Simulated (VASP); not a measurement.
# SiC (Cmm2) in VASP: notebook, part 2 of 2

VASP 6.6.1. Earlier steps stand in the parts before.

### 3 Single point, PBE (atom 1 (Si) moved +0.240 Å along Cartesian [0 1 0])

Contents of INCAR:

```
  ALGO = Normal
  EDIFF = 1E-6
  ENCUT = 520
  GGA = PE
  ISIF = 2
  ISMEAR = 0
  LASPH = T
  LCHARG = F
  LREAL = F
  LWAVE = F
  NBANDS = 26
  NELM = 100
  PREC = Accurate
  SIGMA = 0.05
```

Contents of KPOINTS:

```
k-points
0
Gamma
  6 6 6
```

Contents of POSCAR:

```
SiC
1.0
    4.3480000000      0.0000000000      0.0000000000
    0.0000000000     -4.3480000000      0.0000000000
    0.0000000000      0.0000000000     -4.3480000000
Si C
4 4
Direct
    0.0000000000      0.4448022079      0.5000000000
    0.5000000000      0.0000000000      0.5000000000
    0.5000000000      0.5000000000      0.0000000000
    0.0000000000      0.0000000000      0.0000000000
    0.7500000000      0.7500000000      0.7500000000
    0.2500000000      0.2500000000      0.7500000000
    0.2500000000      0.7500000000      0.2500000000
    0.7500000000      0.2500000000      0.2500000000
```

Potentials or basis: VASP PAW PBE potentials, release 64 (Si, C).

Started as:

```
$ cat potpaw_PBE.64/Si/POTCAR potpaw_PBE.64/C/POTCAR > POTCAR
$ mpirun -np 1 vasp_std > vasp.out
```

OUTCAR:

```text
EDIFF = 1E-6
   ENCUT = 520
   GGA = PE
   ISIF = 2
   ISMEAR = 0
   LASPH = T
   LREAL = F
   NELM = 100
   PREC = Accurate

 ion  position               nearest neighbor table
   1  0.000  0.445  0.500-   6 1.76   8 1.76   7 2.03   5 2.03   2 2.91   4 2.91   4 2.91   2 2.91
                             3 3.08   3 3.08   3 3.08   3 3.08
   2  0.500  0.000  0.500-   5 1.88   6 1.88   7 1.88   8 1.88   1 2.91   1 2.91   4 3.07   3 3.07
                             4 3.07   3 3.07   3 3.07   3 3.07   4 3.07   4 3.07
   3  0.500  0.500  0.000-   5 1.88   6 1.88   7 1.88   8 1.88   2 3.07   4 3.07   2 3.07   2 3.07
                             4 3.07   2 3.07   4 3.07   4 3.07   1 3.08   1 3.08   1 3.08   1 3.08
   4  0.000  0.000  0.000-   5 1.88   6 1.88   7 1.88   8 1.88   1 2.91   1 2.91   3 3.07   2 3.07
                             2 3.07   3 3.07   2 3.07   3 3.07   2 3.07   3 3.07
   5  0.750  0.750  0.750-   2 1.88   3 1.88   4 1.88   1 2.03
   6  0.250  0.250  0.750-   1 1.76   2 1.88   3 1.88   4 1.88
   7  0.250  0.750  0.250-   2 1.88   3 1.88   4 1.88   1 2.03
   8  0.750  0.250  0.250-   1 1.76   2 1.88   3 1.88   4 1.88

  LATTYP: Found a simple cubic cell.
 ALAT       =     4.3480000000

  Lattice vectors:

 A1 = (   4.3480000000,   0.0000000000,   0.0000000000)
 A2 = (   0.0000000000,  -4.3480000000,   0.0000000000)
 A3 = (   0.0000000000,   0.0000000000,  -4.3480000000)

Analysis of symmetry for initial positions (statically):
=====================================================================
 Subroutine PRICEL returns:
 Original cell was already a primitive cell.

 Routine SETGRP: Setting up the symmetry group for a
 simple cubic supercell.

 Subroutine GETGRP returns: Found  4 space group operations
 (whereof  2 operations were pure point group operations)
 out of a pool of 48 trial point group operations.

The static configuration has the point symmetry C_2 .
 The point group associated with its full space group is C_2v.

Analysis of symmetry for dynamics (positions and initial velocities):
=====================================================================
 Subroutine PRICEL returns:
 Original cell was already a primitive cell.
[... 144 lines left out ...]
  Thomas-Fermi vector in A             =   2.331336
   LORBIT       =      0    0 simple, 1 ext, 2 COOP (PROOUT), +10 PAW based schemes
   GGA     = PE    functional components
   LHFCALC =     F    Hartree Fock is set to
   AEXX    =    0.0000 exact exchange contribution
   IVDW    =     0    specifies the selected vdW correction
   LEPSILON=     F    determine dielectric tensor
   LRPA    =     F    only Hartree local field effects (RPA)
 non-spin polarized calculation
 Gauss-broadening in eV      SIGMA  =   0.05
  energy-cutoff  :      520.00
  volume of cell :       82.20
 maximum number of plane-waves:      2272
   NGX = 17   NGY = 17   NGZ = 17

 number of electron      32.0000008 magnetization

 Free energy of the ion-electron system (eV)
  ---------------------------------------------------
  ext. energy  EPLUGINS =         0.00000000
  ---------------------------------------------------
  free energy    TOTEN  =       -59.48753049 eV

  energy without entropy =      -59.48753049  energy(sigma->0) =      -59.48753049

 E-fermi :   8.7269     XC(G=0): -11.3853

 val. band max:        8.5349245895   @ k =   0.0000   0.0000   0.0000
 cond. band min:       8.9184898705   @ k =   0.0000   0.0000   0.0000
 fundamental gap:      0.3835652809
 Fermi energy:         8.7269464246

 k-point     1 :       0.0000    0.0000    0.0000
  band No.  band energies     occupation
      1      -7.3568      2.00000
      2      -2.7016      2.00000
      3      -2.2841      2.00000
      4      -1.8541      2.00000
      5       0.2668      2.00000
      6       0.3071      2.00000
[... 685 lines left out ...]
     25      17.1253      0.00000
     26      17.2454      0.00000

 [... further k-points ...]
[... 5 lines left out ...]
  --------------------------------------------------------------------------------------
  -------------------------------------------------------------------------------------
  Total        4.1069219      2.1716207      4.1069219      0.0000000      0.0000000     -2.3022646
  in kB       80.0494631     42.3278253     80.0494631      0.0000000      0.0000000    -44.8742516
  external PRESSURE =      67.4755838 kB  Pullay stress =       0.0000000 kB

 VOLUME and BASIS-vectors are now :
 -----------------------------------------------------------------------------
  energy-cutoff  :      520.00
  volume of cell :       82.20
      direct lattice vectors                 reciprocal lattice vectors
     4.348000000  0.000000000  0.000000000     0.229990800  0.000000000  0.000000000
     0.000000000 -4.348000000  0.000000000     0.000000000 -0.229990800  0.000000000
     0.000000000  0.000000000 -4.348000000     0.000000000  0.000000000 -0.229990800

 POSITION                                       TOTAL-FORCE (eV/Angst)
 -----------------------------------------------------------------------------------
      0.00000     -1.93400     -2.17400         0.000000     -5.956862      0.000000
      2.17400      0.00000     -2.17400         0.000000      1.284194      0.000000
      2.17400     -2.17400      0.00000         0.000000     -1.062890      0.000000
      0.00000      0.00000      0.00000         0.000000      1.284194      0.000000
      3.26100     -3.26100     -3.26100         0.369815      0.895331      0.369815
      1.08700     -1.08700     -3.26100         1.075702      1.330352     -1.075702
      1.08700     -3.26100     -1.08700        -0.369815      0.895331     -0.369815
      3.26100     -1.08700     -1.08700        -1.075702      1.330352      1.075702
 -----------------------------------------------------------------------------------
    total drift:                               -0.000000      0.000126      0.000000

  FREE ENERGIE OF THE ION-ELECTRON SYSTEM (eV)
  ---------------------------------------------------
  free  energy   TOTEN  =       -59.4875304913 eV

  energy  without entropy=      -59.4875304912  energy(sigma->0) =      -59.48753049
```

OSZICAR:

```text
N       E                     dE             d eps       ncg     rms          rms(c)
DAV:   1     0.742454450846E+02    0.74245E+02   -0.14321E+04  2704   0.109E+03
DAV:   2    -0.600516848086E+02   -0.13430E+03   -0.12490E+03  3544   0.198E+02
DAV:   3    -0.670633706941E+02   -0.70117E+01   -0.69587E+01  3622   0.415E+01
DAV:   4    -0.671489306053E+02   -0.85560E-01   -0.85465E-01  3410   0.543E+00
DAV:   5    -0.671503473791E+02   -0.14168E-02   -0.14163E-02  3598   0.663E-01    0.180E+01
DAV:   6    -0.596955655780E+02    0.74548E+01   -0.19925E+01  3414   0.196E+01    0.814E+00
DAV:   7    -0.595219522681E+02    0.17361E+00   -0.21401E+00  3508   0.662E+00    0.354E+00
DAV:   8    -0.594895332524E+02    0.32419E-01   -0.11589E-01  3276   0.167E+00    0.915E-01
DAV:   9    -0.594870611985E+02    0.24721E-02   -0.17171E-02  3446   0.689E-01    0.183E-01
DAV:  10    -0.594874312282E+02   -0.37003E-03   -0.14517E-03  3388   0.201E-01    0.870E-02
DAV:  11    -0.594875292010E+02   -0.97973E-04   -0.16821E-04  3390   0.795E-02    0.279E-02
DAV:  12    -0.594875296175E+02   -0.41654E-06   -0.10336E-05  3476   0.193E-02    0.104E-02
DAV:  13    -0.594875304913E+02   -0.87373E-06   -0.31892E-06  2966   0.994E-03
   1 F= -.59487530E+02 E0= -.59487530E+02  d E =-.106855E-09
```

stdout:

```text
POSCAR found type information on POSCAR SiC
 POSCAR found :  2 types and       8 ions
 scaLAPACK will be used
 LDA part: xc-table for (Slater+PW92), standard interpolation
 POSCAR, INCAR and KPOINTS ok, starting setup
 FFT: planning ... GRIDC
 FFT: planning ... GRID_SOFT
 FFT: planning ... GRID
 WAVECAR not read
 entering main loop
```

It took 1.7 min on 1 thread of Intel Xeon 8259CL, shared host; peak memory 0.22 GiB.

Results:

| Item | Value |
| --- | --- |
| Free energy | -59.4875 eV |
| Pressure | 6.7 GPa |
| Largest force | 5.957 eV/Å |
| Band gap on the k mesh | 0.38 eV, direct |

Forces in eV/Å, atoms in the order of the input:
```
Si   0.000 -5.957  0.000
Si   0.000  1.284  0.000
Si   0.000 -1.063  0.000
Si   0.000  1.284  0.000
C    0.370  0.895  0.370
C    1.076  1.330 -1.076
C   -0.370  0.895 -0.370
C   -1.076  1.330  1.076
```

Levels at points of the mesh, in eV from the valence-band top:
```csv
k point,band 12,band 13,band 14,band 15,band 16,band 17,band 18,band 19,band 20,band 21
"(0.00, 0.00, 0.00)",-3.43,-3.31,-0.56,-0.32,0.00,0.38,0.92,1.57,3.69,4.00
"(0.50, 0.00, 0.00)",-3.61,-2.30,-2.28,-2.16,-2.09,3.55,3.55,4.78,4.91,5.94
"(0.00, 0.50, 0.00)",-3.63,-3.08,-2.74,-1.93,-1.55,3.34,3.96,4.42,5.29,5.73
"(0.50, 0.50, 0.00)",-4.21,-1.78,-1.64,-1.36,-1.23,4.59,4.90,5.29,5.63,7.82
"(0.50, 0.00, 0.50)",-4.61,-2.34,-1.91,-1.26,-0.79,4.95,5.01,5.18,5.28,8.08
"(0.50, 0.50, 0.50)",-1.44,-1.39,-1.16,-1.11,-0.55,4.81,5.02,5.02,5.16,6.27
```

Caveat: the cell differs from its parent crystal (atom 1 (Si) moved +0.240 Å along Cartesian [0 1 0]); forces of over 1 eV/Å act on the atoms, so gaps and moduli don't describe the material at rest.

### 4 Single point, PBE (atom 1 (Si) moved -0.180 Å along Cartesian [0 1 0])

Contents of INCAR:

```
SYSTEM = SiC
PREC = Accurate ; ENCUT = 520
EDIFF = 1E-6 ; ISMEAR = 0
SIGMA = 0.05 ; LREAL = .FALSE.
LASPH = .TRUE. ; NELM = 80
ALGO = Normal ; ISIF = 2
LWAVE = .FALSE. ; LCHARG = .FALSE.
GGA = PE ; NBANDS = 26
```

Contents of KPOINTS:

```
regular mesh
0
G
  6 6 6
  0 0 0
```

POSCAR, as its differences from that of step 3:

```diff
@@ -8,3 +8,3 @@
 Direct
-    0.0000000000      0.4448022079      0.5000000000
+    0.0000000000      0.5413983441      0.5000000000
     0.5000000000      0.0000000000      0.5000000000
```

Started as:

```
$ cat potpaw_PBE.64/Si/POTCAR potpaw_PBE.64/C/POTCAR > POTCAR
$ mpirun -np 1 vasp_std > vasp.out
```

Wall time 92 s (1 thread of Intel Xeon 8259CL, shared host); peak memory 0.22 GiB.

It converged, with:

| Quantity | Value |
| --- | --- |
| Free energy | -59.8031 eV |
| Pressure | 5.9 GPa |
| Largest force | 4.548 eV/Å |
| Band gap on the k mesh | 0.63 eV, direct |

Forces on the atoms (eV/Å):
```
Si   0.000  4.548  0.000
Si   0.000 -0.971  0.000
Si   0.000  0.809  0.000
Si   0.000 -0.971  0.000
C   -0.730 -0.980 -0.730
C   -0.329 -0.727  0.329
C    0.730 -0.980  0.730
C    0.329 -0.727 -0.329
```

Stress tensor (GPa, compression positive):
```
6.61 0.00 3.23
0.00 4.49 0.00
3.23 0.00 6.61
```

Levels at points of the mesh, in eV from the valence-band top:
```tsv
k point	band 13	band 14	band 15	band 16	band 17	band 18	band 19	band 20
(0.00, 0.00, 0.00)	-3.27	-0.42	-0.24	0.00	0.63	1.05	1.54	3.91
(0.50, 0.00, 0.00)	-2.20	-2.19	-2.12	-2.08	3.72	3.72	4.91	4.99
(0.00, 0.50, 0.00)	-2.79	-2.52	-1.91	-1.63	3.54	4.02	4.62	5.29
(0.50, 0.50, 0.00)	-1.63	-1.52	-1.32	-1.22	4.85	5.09	5.39	5.64
(0.50, 0.00, 0.50)	-2.04	-1.71	-1.22	-0.87	5.12	5.17	5.30	5.37
(0.50, 0.50, 0.50)	-1.29	-1.14	-1.08	-0.66	5.04	5.15	5.18	5.27
```

Caveat: the cell differs from its parent crystal (atom 1 (Si) moved -0.180 Å along Cartesian [0 1 0]); forces of over 1 eV/Å act on the atoms, so gaps and moduli don't describe the material at rest.

### 5 Single point, PBE (atom 1 (Si) moved +0.270 Å along Cartesian [0 1 0])

Contents of INCAR:

```
SYSTEM = SiC
ALGO = Normal
EDIFF = 1E-6
ENCUT = 520
GGA = PE
ISIF = 2
ISMEAR = 0
LASPH = .TRUE.
LCHARG = .FALSE.
LREAL = .FALSE.
LWAVE = .FALSE.
NBANDS = 26
NELM = 100
PREC = Accurate
SIGMA = 0.05
```

Contents of KPOINTS:

```
k-points
0
G
  6 6 6
  0 0 0
```

POSCAR, as its differences from that of step 4:

```diff
@@ -8,3 +8,3 @@
 Direct
-    0.0000000000      0.5413983441      0.5000000000
+    0.0000000000      0.4379024839      0.5000000000
     0.5000000000      0.0000000000      0.5000000000
```

Potentials or basis: VASP PAW PBE potentials, release 64 (Si, C).

Started as:

```
$ cat potpaw_PBE.64/Si/POTCAR potpaw_PBE.64/C/POTCAR > POTCAR
$ mpirun -np 1 vasp_std > vasp.out
```

OUTCAR:

```text
SYSTEM = SiC
   EDIFF = 1E-6
   ENCUT = 520
   GGA = PE
   ISIF = 2
   ISMEAR = 0
   LASPH = .TRUE.
   LREAL = .FALSE.
   NELM = 100
   PREC = Accurate

 ion  position               nearest neighbor table
   1  0.000  0.438  0.500-   6 1.74   8 1.74   7 2.05   5 2.05   2 2.89   4 2.89   4 2.89   2 2.89
                             3 3.09   3 3.09   3 3.09   3 3.09
   2  0.500  0.000  0.500-   5 1.88   6 1.88   7 1.88   8 1.88   1 2.89   1 2.89   4 3.07   3 3.07
                             4 3.07   3 3.07   3 3.07   3 3.07   4 3.07   4 3.07
   3  0.500  0.500  0.000-   5 1.88   6 1.88   7 1.88   8 1.88   2 3.07   4 3.07   2 3.07   2 3.07
                             4 3.07   2 3.07   4 3.07   4 3.07   1 3.09   1 3.09   1 3.09   1 3.09
   4  0.000  0.000  0.000-   5 1.88   6 1.88   7 1.88   8 1.88   1 2.89   1 2.89   3 3.07   2 3.07
                             2 3.07   3 3.07   2 3.07   3 3.07   2 3.07   3 3.07
   5  0.750  0.750  0.750-   2 1.88   3 1.88   4 1.88   1 2.05
   6  0.250  0.250  0.750-   1 1.74   2 1.88   3 1.88   4 1.88
   7  0.250  0.750  0.250-   2 1.88   3 1.88   4 1.88   1 2.05
   8  0.750  0.250  0.250-   1 1.74   2 1.88   3 1.88   4 1.88

  LATTYP: Found a simple cubic cell.
 ALAT       =     4.3480000000

  Lattice vectors:

 A1 = (   4.3480000000,   0.0000000000,   0.0000000000)
 A2 = (   0.0000000000,  -4.3480000000,   0.0000000000)
[... 196 lines left out ...]

 k-point     1 :       0.0000    0.0000    0.0000
  band No.  band energies     occupation
      1      -7.3782      2.00000
      2      -2.7663      2.00000
      3      -2.2990      2.00000
      4      -1.8177      2.00000
      5       0.2416      2.00000
      6       0.2915      2.00000
[... 685 lines left out ...]
     25      17.1214      0.00000
     26      17.2596      0.00000

 [... further k-points ...]
[... 5 lines left out ...]
  --------------------------------------------------------------------------------------
  -------------------------------------------------------------------------------------
  Total        4.5367912      2.0875394      4.5367912      0.0000000      0.0000000     -2.6500806
  in kB       88.4281959     40.6889658     88.4281959      0.0000000      0.0000000    -51.6536560
  external PRESSURE =      72.5151192 kB  Pullay stress =       0.0000000 kB

 VOLUME and BASIS-vectors are now :
 -----------------------------------------------------------------------------
  energy-cutoff  :      520.00
  volume of cell :       82.20
      direct lattice vectors                 reciprocal lattice vectors
     4.348000000  0.000000000  0.000000000     0.229990800  0.000000000  0.000000000
     0.000000000 -4.348000000  0.000000000     0.000000000 -0.229990800  0.000000000
     0.000000000  0.000000000 -4.348000000     0.000000000  0.000000000 -0.229990800

 POSITION                                       TOTAL-FORCE (eV/Angst)
 -----------------------------------------------------------------------------------
      0.00000     -1.90400     -2.17400         0.000000     -6.625530      0.000000
      2.17400      0.00000     -2.17400         0.000000      1.436535      0.000000
      2.17400     -2.17400      0.00000         0.000000     -1.184616      0.000000
      0.00000      0.00000      0.00000         0.000000      1.436535      0.000000
      3.26100     -3.26100     -3.26100         0.379293      0.964444      0.379293
      1.08700     -1.08700     -3.26100         1.268923      1.504095     -1.268923
      1.08700     -3.26100     -1.08700        -0.379293      0.964444     -0.379293
      3.26100     -1.08700     -1.08700        -1.268923      1.504095      1.268923
 -----------------------------------------------------------------------------------
    total drift:                                0.000000      0.000243     -0.000000

  FREE ENERGIE OF THE ION-ELECTRON SYSTEM (eV)
  ---------------------------------------------------
  free  energy   TOTEN  =       -59.2987328847 eV

  energy  without entropy=      -59.2987326655  energy(sigma->0) =      -59.29873278
```

stdout:

```text
POSCAR found type information on POSCAR SiC
 POSCAR found :  2 types and       8 ions
 scaLAPACK will be used
 LDA part: xc-table for (Slater+PW92), standard interpolation
 POSCAR, INCAR and KPOINTS ok, starting setup
 FFT: planning ... GRIDC
 FFT: planning ... GRID_SOFT
 FFT: planning ... GRID
 WAVECAR not read
 entering main loop
```

Wall time 91 s (1 thread of Intel Xeon 8259CL, shared host); peak memory 0.22 GiB.

What came out:

| Item | Value |
| --- | --- |
| Free energy | -59.2987 eV |
| Pressure | 7.3 GPa |
| Largest force | 6.626 eV/Å |
| Band gap on the k mesh | 0.27 eV, direct |

Forces on the atoms (eV/Å):
```
Si   0.000 -6.626  0.000
Si   0.000  1.437  0.000
Si   0.000 -1.185  0.000
Si   0.000  1.437  0.000
C    0.379  0.964  0.379
C    1.269  1.504 -1.269
C   -0.379  0.964 -0.379
C   -1.269  1.504  1.269
```

Caveat: the cell differs from its parent crystal (atom 1 (Si) moved +0.270 Å along Cartesian [0 1 0]); forces of over 1 eV/Å act on the atoms, so gaps and moduli don't describe the material at rest.
